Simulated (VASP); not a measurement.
BN:

```
CELL_PARAMETERS angstrom
2.55394 0.00000 0.00000
-1.27697 2.21178 0.00000
0.00000 0.00000 4.22685
ATOMIC_POSITIONS crystal
N 0.33333 0.66667 0.12528
N 0.66667 0.33333 0.62528
B 0.33333 0.66667 0.49972
B 0.66667 0.33333 0.99972
```

```yaml
Program: VASP 6.6.1
Task: relaxation of cell and atoms
Functional: PBEsol
Dispersion: D3(BJ)
Potentials_or_basis: VASP PAW PBE potentials, release 64 (N, B)
Cutoff: 600 eV
k_mesh: 12 × 12 × 6
Occupations: fermi-dirac, width 0.05 eV
Spin: no spin polarisation
```

At the start: pressure -9.5 GPa; volume 5.97 Å³/atom.

Problem. Where does the relaxation end?

Solution. Over 6 steps the energy falls by 4.5 meV/atom and the volume is 5.82 Å³/atom (-2.5 %); space group P6_3mc (No. 186, to 0.05 Å).

The path:
```csv
step,energy change (eV),largest force (eV/Å),pressure (GPa),volume (Å³)
1,0.0000,0.0098,-9.52,23.88
2,0.0023,0.0513,10.97,22.67
3,-0.0181,0.0194,-0.05,23.28
4,-0.0181,0.0201,0.15,23.27
5,-0.0181,0.0229,-0.14,23.29
6,-0.0181,0.0004,0.01,23.28
```

Final structure:
```yaml
crystal:
  lattice:
    - [2.53290, 0.00000, 0.00000]
    - [-1.26645, 2.19356, 0.00000]
    - [0.00000, 0.00000, 4.18978]
  atoms:
    - { symbol: N, position: [0.33333, 0.66667, 0.12532] }
    - { symbol: N, position: [0.66667, 0.33333, 0.62532] }
    - { symbol: B, position: [0.33333, 0.66667, 0.49968] }
    - { symbol: B, position: [0.66667, 0.33333, 0.99968] }
```

Caveat: the PAW data sets were made with another functional, which shifts forces and pressure a little.
